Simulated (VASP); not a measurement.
Set up this calculation in VASP 6.6.1, as the native input.

- Task: single point
- Functional: PBE
- Potentials or basis: VASP PAW PBE potentials, release 64 (Ge_d, Pt_sv_GW)
- Cutoff: 570 eV
- k mesh: 8 × 8 × 4
- Occupations: gaussian, width 0.2 eV
- Spin: no spin polarisation
- Dipole correction: no
- Further INCAR settings: ALGO = Normal; EDIFF = 1e-06; NBANDS = 23

The structure of GePt lies in POSCAR:

```
GePt
1.0
    2.8146599208      0.0000000028      0.0000000000
   -1.4073299628      2.4375669930      0.0000000000
    0.0000000000      0.0000000000      5.0650494960
Ge Pt
1 1
Direct
    0.0000000000      0.0000000000      0.2059122676
    0.0000000000      0.0000000000      0.7060928624
```

The cell was generated, and may not be a known phase.

These files were run (other wordings do the same):

INCAR

```
PREC     = Accurate       # precision mode
ENCUT    = 570            # plane-wave cutoff, eV
EDIFF    = 1E-6           # SCF threshold, eV
ISMEAR   = 0              # smearing method
SIGMA    = 0.2            # smearing width, eV
LREAL    = False          # projectors in reciprocal space
LASPH    = True           # aspherical terms in the spheres
NELM     = 120            # most SCF steps
ALGO     = Normal         # electronic algorithm
ISIF     = 2              # what is computed and relaxed
LWAVE    = False          # write WAVECAR
LCHARG   = False          # write CHGCAR
GGA      = PE             # functional
NBANDS   = 23             # bands
GGA_COMPAT= False
```

KPOINTS

```
Automatic mesh
0
Gamma
  8 8 4
```

Potentials or basis: VASP PAW PBE potentials, release 64 (Ge_d, Pt_sv_GW).

Run with:

```bash
$ cat potpaw_PBE.64/Ge_d/POTCAR potpaw_PBE.64/Pt_sv_GW/POTCAR > POTCAR
$ mpirun -np 1 vasp_std > vasp.out
```

It gave:

```yaml
Pressure: -0.6 GPa
Largest_force: 0.005 eV/Å
Band_gap_on_the_k_mesh: zero (bands 16 and 17 overlap by 1.63 eV)
```

Caveat: spin-orbit coupling is left out, which moves the levels of the heavy elements.

Run time: 78 s on 1 thread of AMD EPYC 7571, on a shared host, peak memory 0.15 GiB.
